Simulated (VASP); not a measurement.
# HgTe (F-43m) in VASP: a series of runs, part 2 of 2

VASP 6.6.1. The steps go on from the part before.

### Step 3. Single point, PBEsol

Input file INCAR:

```
SYSTEM = HgTe
PREC = Accurate
ENCUT = 520
EDIFF = 1E-7
ISMEAR = 0
SIGMA = 0.15
LREAL = .FALSE.
LASPH = .TRUE.
NELM = 60
ALGO = Normal
ISIF = 2
LWAVE = .FALSE.
LCHARG = .FALSE.
GGA = PS
NBANDS = 16
```

Input file KPOINTS:

```
Automatic mesh
0
G
  14 14 14
  0 0 0
```

Input file POSCAR:

```
HgTe
1.0
    0.0000000000      3.2235000000      3.2235000000
    3.2235000000      0.0000000000      3.2235000000
    3.2235000000      3.2235000000      0.0000000000
Hg Te
1 1
Direct
    0.0000000000      0.0000000000      0.0000000000
    0.7500000000      0.7500000000      0.7500000000
```

Potentials or basis: VASP PAW PBE potentials, release 64 (Hg, Te).

The run is started by

```bash
> cat potpaw_PBE.64/Hg/POTCAR potpaw_PBE.64/Te/POTCAR > POTCAR
> mpirun -np 1 vasp_std > vasp.out
```

OUTCAR:

```text
SYSTEM = HgTe
   PREC = Accurate
   ENCUT = 520
   EDIFF = 1E-7
   ISMEAR = 0
   LREAL = .FALSE.
   LASPH = .TRUE.
   NELM = 60
   ISIF = 2
   GGA = PS

 ion  position               nearest neighbor table
   1  0.000  0.000  0.000-   2 2.79   2 2.79   2 2.79   2 2.79
   2  0.750  0.750  0.750-   1 2.79   1 2.79   1 2.79   1 2.79

  LATTYP: Found a face centered cubic cell.
 ALAT       =     6.4470000000

  Lattice vectors:

 A1 = (   0.0000000000,   3.2235000000,   3.2235000000)
 A2 = (   3.2235000000,   0.0000000000,   3.2235000000)
 A3 = (   3.2235000000,   3.2235000000,   0.0000000000)

Analysis of symmetry for initial positions (statically):
=====================================================================
 Subroutine PRICEL returns:
 Original cell was already a primitive cell.

 Routine SETGRP: Setting up the symmetry group for a
 face centered cubic supercell.

 Subroutine GETGRP returns: Found 24 space group operations
 (whereof 24 operations were pure point group operations)
 out of a pool of 48 trial point group operations.

The static configuration has the point symmetry T_d .

Analysis of symmetry for dynamics (positions and initial velocities):
=====================================================================
 Subroutine PRICEL returns:
 Original cell was already a primitive cell.

 Routine SETGRP: Setting up the symmetry group for a
 face centered cubic supercell.

 Subroutine GETGRP returns: Found 24 space group operations
 (whereof 24 operations were pure point group operations)
 out of a pool of 48 trial point group operations.

The dynamic configuration has the point symmetry T_d .

 Subroutine INISYM returns: Found 24 space group operations
 (whereof 24 operations are pure point group operations),
 and found     1 'primitive' translations

----------------------------------------------------------------------------------------

                                     Primitive cell

  volume of cell :      66.9905

  direct lattice vectors                    reciprocal lattice vectors
     0.000000000  3.223500000  3.223500000    -0.155110904  0.155110904  0.155110904
     3.223500000  0.000000000  3.223500000     0.155110904 -0.155110904  0.155110904
     3.223500000  3.223500000  0.000000000     0.155110904  0.155110904 -0.155110904

  length of vectors
     4.558717418  4.558717418  4.558717418     0.268659967  0.268659967  0.268659967

  position of ions in fractional coordinates (direct lattice)
     0.000000000  0.000000000  0.000000000
     0.750000000  0.750000000  0.750000000

  ion indices of the primitive-cell ions
   primitive index   ion index
                 1           1
                 2           2

----------------------------------------------------------------------------------------

 KPOINTS: Automatic mesh

Automatic generation of k-mesh.
 Grid dimensions read from file:
 generate k-points for:   14   14   14

 Generating k-lattice:

  Cartesian coordinates                     Fractional coordinates (reciprocal lattice)
    -0.011079350  0.011079350  0.011079350     0.071428571  0.000000000  0.000000000
     0.011079350 -0.011079350  0.011079350     0.000000000  0.071428571  0.000000000
     0.011079350  0.011079350 -0.011079350     0.000000000  0.000000000  0.071428571

  Length of vectors
     0.019189998  0.019189998  0.019189998

  Shift w.r.t. Gamma in fractional coordinates (k-lattice)
     0.000000000  0.000000000  0.000000000

 Subroutine IBZKPT returns following result:
 ===========================================

 Found    104 irreducible k-points:

 Following reciprocal coordinates:
            Coordinates               Weight
  0.000000  0.000000  0.000000      1.000000
  0.071429  0.000000  0.000000      8.000000
  0.142857  0.000000  0.000000      8.000000
  0.214286  0.000000  0.000000      8.000000
  0.285714  0.000000  0.000000      8.000000
  0.357143  0.000000  0.000000      8.000000
[... 16 lines left out ...]
  0.214286  0.142857  0.000000     24.000000
  0.285714  0.142857  0.000000     24.000000
 [... further k-points ...]
   k-points           NKPTS =    104   k-points in BZ     NKDIM =    104   number of bands    NBANDS=     16
   number of dos      NEDOS =    301   number of ions     NIONS =      2
   total plane-waves  NPLWV =  46656
   dimension x,y,z NGX =    36 NGY =   36 NGZ =   36
   dimension x,y,z NGXF=    72 NGYF=   72 NGZF=   72
   ions per type =               1   1
   NGX,Y,Z   is equivalent  to a cutoff of  13.13, 13.13, 13.13 a.u.
   NGXF,Y,Z  is equivalent  to a cutoff of  26.26, 26.26, 26.26 a.u.
 SYSTEM =  HgTe
   PREC   = accura    normal or accurate (medium, high low for compatibility)
   ISTART =      0    job   : 0-new  1-cont  2-samecut
   ICHARG =      2    charge: 1-file 2-atom 10-const
   ISPIN  =      1    spin polarized calculation?
   LNONCOLLINEAR =      F non collinear calculations
   LSORBIT =      F    spin-orbit coupling
   LASPH  =      T    aspherical Exc in radial PAW
   ENCUT  =  520.0 eV  38.22 Ry    6.18 a.u.   8.48  8.48  8.48*2*pi/ulx,y,z
   NELM   =     60;   NELMIN=  2; NELMDL= -5     # of ELM steps
   EDIFF  = 0.1E-06   stopping-criterion for ELM
   LREAL  =      F    real-space projection
   EDIFFG = 0.1E-05   stopping-criterion for IOM
   NSW    =      0    number of steps for IOM
   IBRION =     -1    ionic relax: 0-MD 1-quasi-New 2-CG
   NFREE  =      0    steps in history (QN), initial steepest desc. (CG)
   ISIF   =      2    stress and relaxation
   ISYM   =      2    0-nonsym 1-usesym 2-fastsym
   POTIM  = 0.5000    time-step for ionic-motion
   TEBEG  =    0.0;   TEEND  =   0.0 temperature during run
   PSTRESS=    0.0 pullay stress
   NELECT =      18.0000    total number of electrons
   NUPDOWN=      -1.0000    fix difference up-down
   EMIN   =  10.00;   EMAX   =-10.00  energy-range for DOS
   EFERMI =   0.00;   METHOD = LEGACY
   ISMEAR =     0;   SIGMA  =   0.15  broadening in eV -4-tet -1-fermi 0-gaus
   EFERMI_NEDOS =   21; number of points for ismear=-14 and -15
   IALGO  =     38    algorithm
   IMIX   =      4    mixing-type and parameters
     AMIX     =   0.40;   BMIX     =  1.00
     AMIX_MAG =   1.60;   BMIX_MAG =  1.00
  volume/ion in A,a.u.               =      33.50       226.04
  Fermi-wavevector in a.u.,A,eV,Ry     =   1.056399  1.996305 15.183815  1.115979
  Thomas-Fermi vector in A             =   2.191633
   LORBIT       =      0    0 simple, 1 ext, 2 COOP (PROOUT), +10 PAW based schemes
   GGA     = PS    functional components
   LHFCALC =     F    Hartree Fock is set to
   AEXX    =    0.0000 exact exchange contribution
   IVDW    =     0    specifies the selected vdW correction
   LEPSILON=     F    determine dielectric tensor
   LRPA    =     F    only Hartree local field effects (RPA)
 non-spin polarized calculation
 Gauss-broadening in eV      SIGMA  =   0.15
  energy-cutoff  :      520.00
  volume of cell :       66.99
 maximum number of plane-waves:      1829
 NGX is ok and might be reduce to    36
   NGX = 17   NGY = 17   NGZ = 17

 number of electron      18.0000001 magnetization

 Free energy of the ion-electron system (eV)
  ---------------------------------------------------
  ext. energy  EPLUGINS =         0.00000000
  ---------------------------------------------------
  free energy    TOTEN  =        -4.36783548 eV

  energy without entropy =       -4.36760815  energy(sigma->0) =       -4.36772182

 E-fermi :   3.1679     XC(G=0):  -8.9740

 val. band max:        3.0362223065   @ k =   0.0000   0.0000   0.0000
 cond. band min:       3.3829792187   @ k =   0.0714   0.0000   0.0000
 fundamental gap:      0.3467569121
 Fermi energy:         3.1678502010

 k-point     1 :       0.0000    0.0000    0.0000
  band No.  band energies     occupation
      1      -9.0458      2.00000
      2      -4.3564      2.00000
      3      -4.3564      2.00000
      4      -4.3564      2.00000
      5      -3.8107      2.00000
      6      -3.8107      2.00000
[... 8 lines left out ...]
     15      12.5860      0.00000
     16      12.5860      0.00000

 k-point     2 :       0.0714    0.0000    0.0000
  band No.  band energies     occupation
      1      -9.0193      2.00000
      2      -4.3489      2.00000
      3      -4.3489      2.00000
      4      -4.3485      2.00000
      5      -3.8117      2.00000
      6      -3.8117      2.00000
[... 8 lines left out ...]
     15      12.0628      0.00000
     16      12.0628      0.00000
[... 387 lines left out ...]
      5      -3.8362      2.00000
      6      -3.7935      2.00000
[... 8 lines left out ...]
     15      11.6524      0.00000
     16      12.5149      0.00000

 k-point    24 :       0.2857    0.1429    0.0000
  band No.  band energies     occupation
      1      -8.7115      2.00000
      2      -4.2905      2.00000
      3      -4.2377      2.00000
      4      -4.1956      2.00000
      5      -3.8327      2.00000
      6      -3.7885      2.00000
[... 8 lines left out ...]
     15      12.0076      0.00000
     16      12.4591      0.00000

 [... further k-points ...]
[... 5 lines left out ...]
  --------------------------------------------------------------------------------------
  -------------------------------------------------------------------------------------
  Total        0.5986202      0.5986202      0.5986202      0.0000000      0.0000000      0.0000000
  in kB       14.3168978     14.3168978     14.3168978      0.0000000      0.0000000      0.0000000
  external PRESSURE =      14.3168978 kB  Pullay stress =       0.0000000 kB

 VOLUME and BASIS-vectors are now :
 -----------------------------------------------------------------------------
  energy-cutoff  :      520.00
  volume of cell :       66.99
      direct lattice vectors                 reciprocal lattice vectors
     0.000000000  3.223500000  3.223500000    -0.155110904  0.155110904  0.155110904
     3.223500000  0.000000000  3.223500000     0.155110904 -0.155110904  0.155110904
     3.223500000  3.223500000  0.000000000     0.155110904  0.155110904 -0.155110904

 POSITION                                       TOTAL-FORCE (eV/Angst)
 -----------------------------------------------------------------------------------
      0.00000      0.00000      0.00000        -0.000000     -0.000000     -0.000000
      4.83525      4.83525      4.83525         0.000000      0.000000      0.000000
 -----------------------------------------------------------------------------------
    total drift:                                0.000000      0.000000      0.000000

  FREE ENERGIE OF THE ION-ELECTRON SYSTEM (eV)
  ---------------------------------------------------
  free  energy   TOTEN  =        -4.3678354807 eV

  energy  without entropy=       -4.3676081519  energy(sigma->0) =       -4.36772182
```

OSZICAR:

```text
N       E                     dE             d eps       ncg     rms          rms(c)
DAV:   1     0.104122606471E+03    0.10412E+03   -0.79967E+03  3352   0.971E+02
DAV:   2    -0.102064250576E+01   -0.10514E+03   -0.98380E+02  3872   0.229E+02
DAV:   3    -0.457281684216E+01   -0.35522E+01   -0.35442E+01  4064   0.434E+01
DAV:   4    -0.460529938214E+01   -0.32483E-01   -0.32481E-01  4944   0.378E+00
DAV:   5    -0.460538051820E+01   -0.81136E-04   -0.81136E-04  4352   0.173E-01    0.781E+00
DAV:   6    -0.438093314948E+01    0.22445E+00   -0.44230E-01  3912   0.920E+00    0.621E+00
DAV:   7    -0.437007313955E+01    0.10860E-01   -0.10082E-01  3896   0.219E+00    0.227E+00
DAV:   8    -0.436806063598E+01    0.20125E-02   -0.10670E-02  3776   0.120E+00    0.576E-01
DAV:   9    -0.436782223848E+01    0.23840E-03   -0.69454E-04  4320   0.305E-01    0.120E-01
DAV:  10    -0.436782998314E+01   -0.77447E-05   -0.75837E-05  4184   0.795E-02    0.498E-02
DAV:  11    -0.436783683641E+01   -0.68533E-05   -0.20199E-05  4192   0.364E-02    0.303E-02
DAV:  12    -0.436783549523E+01    0.13412E-05   -0.33185E-06  3672   0.157E-02    0.152E-02
DAV:  13    -0.436783548074E+01    0.14488E-07   -0.31090E-07  4296   0.312E-03
   1 F= -.43678355E+01 E0= -.43677218E+01  d E =-.227329E-03
```

Run time: 2 min. Hardware: 1 thread of AMD EPYC 7R13 (Zen 3), shared host; peak memory 0.25 GiB.

What came out:

| Item | Value |
| --- | --- |
| Free energy | -4.3678 eV |
| Pressure | 1.4 GPa |
| Band gap on the k mesh | zero (filled and empty bands touch) |

Levels at points of the mesh, in eV from the Fermi level:
```tsv
k point	band 5	band 6	band 7	band 8	band 9	band 10	band 11	band 12	band 13	band 14
(0.00, 0.00, 0.00)	-6.98	-6.98	-0.92	-0.13	-0.13	-0.13	4.03	4.03	4.03	6.17
(0.50, 0.00, 0.00)	-6.96	-6.67	-5.72	-1.14	-1.14	0.50	4.84	4.84	6.59	7.66
(0.50, 0.50, 0.00)	-6.91	-6.52	-5.64	-2.46	-2.46	1.71	2.23	8.00	8.72	8.72
```

Caveat: the PAW data sets were made with another functional, which shifts forces and pressure a little; spin-orbit coupling is left out, which moves the levels of the heavy elements.

### Step 4. Single point, PBEsol

Input file INCAR:

```
PREC     = Accurate       # precision mode
ENCUT    = 520            # plane-wave cutoff, eV
EDIFF    = 1E-7           # SCF threshold, eV
ISMEAR   = 0              # smearing method
SIGMA    = 0.15           # smearing width, eV
LREAL    = F              # projectors in reciprocal space
LASPH    = T              # aspherical terms in the spheres
NELM     = 80             # most SCF steps
ALGO     = Normal         # electronic algorithm
ISIF     = 2              # what is computed and relaxed
LWAVE    = F              # write WAVECAR
LCHARG   = F              # write CHGCAR
GGA      = PS             # functional
NBANDS   = 16             # bands
```

Input file KPOINTS:

```
Automatic mesh
0
Gamma
  14 14 14
```

POSCAR is that of step 3.

The run is started by

```bash
> cat potpaw_PBE.64/Hg/POTCAR potpaw_PBE.64/Te/POTCAR > POTCAR
> mpirun -np 1 vasp_std > vasp.out
```

Wall time 98 s (1 thread of AMD EPYC 7R13 (Zen 3), shared host); peak memory 0.25 GiB.

The run converged. Its results:

```yaml
Free_energy: -4.3678 eV
Pressure: 1.4 GPa
Band_gap_on_the_k_mesh: zero (filled and empty bands touch)
```

Levels at points of the mesh, in eV from the Fermi level:
```tsv
k point	band 6	band 7	band 8	band 9	band 10	band 11	band 12	band 13
(0.00, 0.00, 0.00)	-6.98	-0.92	-0.13	-0.13	-0.13	4.03	4.03	4.03
(0.50, 0.00, 0.00)	-6.67	-5.72	-1.14	-1.14	0.50	4.84	4.84	6.59
(0.50, 0.50, 0.00)	-6.52	-5.64	-2.46	-2.46	1.71	2.23	8.00	8.72
```

Caveat: the PAW data sets were made with another functional, which shifts forces and pressure a little; spin-orbit coupling is left out, which moves the levels of the heavy elements.
